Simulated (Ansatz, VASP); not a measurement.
# TaN in VASP and in Ansatz

Contents of INCAR:

```
SYSTEM = TaN
ALGO = Normal
EDIFF = 1E-8
ENCUT = 520
GGA = PE
GGA_COMPAT = .False.
ISIF = 2
ISMEAR = -1
LASPH = .True.
LCHARG = .False.
LEFG = .True.
LREAL = .False.
LWAVE = .False.
NBANDS = 16
NELM = 120
PREC = Accurate
SIGMA = 0.02
```

File KPOINTS:

```
k-points
0
Gamma
  12 12 10
  0 0 0
```

Contents of POSCAR:

```
TaN
1.0
    2.9766611718      0.0000000000      0.0000000000
   -1.4883305859      2.5778641933      0.0000000000
    0.0000000000      0.0000000000      2.9209385612
Ta N
1 1
Direct
    0.3333333333      0.6666666667      0.5000000000
    0.0000000000      0.0000000000      0.0000000000
```

Input for Ansatz:

```yaml
crystal:
  lattice:
    - [2.9766611718, 0.0, 0.0]
    - [-1.4883305859, 2.5778641933, 0.0]
    - [0.0, 0.0, 2.9209385612]
  atoms:
    - { symbol: Ta, position: [0.3333333333, 0.6666666667, 0.5] }
    - { symbol: "N", position: [0.0, 0.0, 0.0] }
kpoints:
  mp_grid: { grid: [12, 12, 10] }
scf:
  occupations: { method: fermi_dirac, width: 0.02 }
hamiltonian:
  xc: pbe
  pseudopotentials: { kind: paw }
output:
  forces: true
  stress: true
  eigenvalues: true
  efg: { contact_densities: true }
```

Change from the starting cell: volume scaled by 1.04, PAW files.

Alike in both runs: task electric field gradients; functional PBE; k mesh 12 × 12 × 10; occupations fermi-dirac, width 0.02 eV; no spin polarisation.

```csv
,VASP,Ansatz
version,VASP 6.6.1,Ansatz 0.2.0
potentials or method,"VASP PAW PBE potentials, release 64 (Ta_sv_GW, N)","PAW with Ansatz's default frozen-core files, scalar-relativistic"
plane-wave cutoff (eV),520,420
valence electrons in the cell,18,18
```

|  | VASP | Ansatz | Ansatz less VASP |
| --- | --- | --- | --- |
| size of Vzz on the site where it differs most (V/Å²) | 39.2 | 57.9 | +18.74 |

Spin-orbit coupling is off throughout.
